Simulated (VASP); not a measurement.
Runs of VASP 6.6.1 on CaO. It takes space group Fm-3m (No. 225, cubic). Conventional cell: a = 4.795 Å, b = 4.795 Å, c = 4.795 Å, α = 90.00°, β = 90.00°, γ = 90.00°. Ca (site symmetry m-3m) has 6 O at 2.40 Å within 3.2 Å. Within 3.2 Å of O (site symmetry m-3m) lie 6 Ca at 2.40 Å. 

```tsv
level	smearing	gap on the mesh (eV)	pressure (GPa)
PBE	methfessel-paxton 0.001 eV	3.63	3.1
PBE	gaussian 0.01 eV	3.63	3.1
PBE	gaussian 0.5 eV	3.63	3.1
PBE	gaussian 0.001 eV	3.63	3.1
PBEsol	gaussian 0.01 eV	(a)	-1.3
```

Alike in all rows: task single point; potentials or basis VASP PAW PBE potentials, release 64 (Ca_sv, O); no spin polarisation; cell as given; k mesh 6 × 6 × 6; cutoff (eV) 520.

**Question.** Estimate the missing entries.

**Answer.** (a) 3.53.

Caveats: the PAW data sets were made with another functional, which shifts forces and pressure a little (some runs).

A k mesh can miss the band edges.
